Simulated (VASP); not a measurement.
# Li2SbMo3: single point with PBE

Li2SbMo3:

```
Li Sb Mo
1.0
     2.70754   -4.52801    0.00000
     2.70754    4.52801    0.00000
     0.00000    0.00000    4.23359
Li Sb Mo
2 1 3
Direct
  0.00000 0.50000 0.50000
  0.50000 0.00000 0.50000
  0.50000 0.50000 0.00000
  0.16107 0.83893 0.00000
  0.83893 0.16107 0.00000
  0.00000 0.00000 0.50000
```

The cell was generated, and may not be a known phase.

```json
{"Program": "VASP 6.6.1", "Task": "single point", "Functional": "PBE", "Potentials or basis": "VASP PAW PBE potentials, release 64 (Li_sv, Sb, Mo_sv)", "Cutoff": "520 eV", "k mesh": "4 × 4 × 4", "Occupations": "gaussian, width 0.1 eV", "Spin": "collinear spin", "Starting moments": "[0.0, 0.0, 0.0, 1.0, 1.0, 1.0] μB", "Dipole correction": "no", "Further INCAR settings": "ALGO = Normal; EDIFF = 1e-07; NBANDS = 40"}
```

```json
{
  "Largest force": "0.395 eV/Å",
  "Net moment": "0.00 μB per cell",
  "Valence electrons inside the program's atomic spheres": "Li 2.15; Sb 2.31; Mo 12.47, 12.57 (each value once)"
}
```

Forces in eV/Å, atoms in the order of the input:
```
Li   0.000  0.000  0.000
Li   0.000  0.000  0.000
Sb   0.000  0.000  0.000
Mo   0.000 -0.395  0.000
Mo   0.000  0.395  0.000
Mo   0.000  0.000  0.000
```

Levels at points of the mesh, in eV from the Fermi level:
Spin up:
| k point | band 24 | band 25 | band 26 | band 27 | band 28 | band 29 | band 30 | band 31 |
| --- | --- | --- | --- | --- | --- | --- | --- | --- |
| (0.00, 0.00, 0.00) | -1.18 | -1.07 | -0.64 | -0.61 | -0.47 | 0.21 | 1.90 | 2.56 |
| (0.50, 0.00, 0.00) | -1.33 | -0.44 | -0.15 | 0.15 | 0.38 | 1.13 | 1.44 | 1.69 |
| (0.50, 0.50, 0.00) | -1.28 | -1.16 | -0.08 | 0.46 | 0.53 | 1.03 | 1.36 | 1.52 |
| (0.00, 0.00, 0.50) | -0.87 | -0.81 | -0.59 | -0.46 | -0.12 | 1.65 | 1.74 | 1.91 |
| (0.50, 0.00, 0.50) | -0.89 | -0.66 | -0.50 | 0.12 | 0.15 | 0.25 | 0.95 | 1.52 |
| (0.50, 0.50, 0.50) | -1.44 | -1.27 | -1.15 | 0.38 | 0.90 | 1.09 | 1.62 | 2.01 |
Spin down:
```tsv
k point	band 25	band 26	band 27	band 28	band 29	band 30
(0.00, 0.00, 0.00)	-1.07	-0.64	-0.61	-0.47	0.21	1.90
(0.50, 0.00, 0.00)	-0.44	-0.15	0.15	0.38	1.13	1.44
(0.50, 0.50, 0.00)	-1.16	-0.08	0.46	0.53	1.03	1.36
(0.00, 0.00, 0.50)	-0.81	-0.59	-0.46	-0.12	1.65	1.74
(0.50, 0.00, 0.50)	-0.66	-0.50	0.12	0.14	0.25	0.95
(0.50, 0.50, 0.50)	-1.27	-1.15	0.38	0.90	1.09	1.62
```

Wall time 4.6 min on 1 thread of Intel(R) Xeon(R) Platinum 8488C (Sapphire Rapids) (shared host), peak memory 0.33 GiB.

Caveat: the k points lie up to 0.37 Å⁻¹ apart; spin-orbit coupling is left out, which moves the levels of the heavy elements.
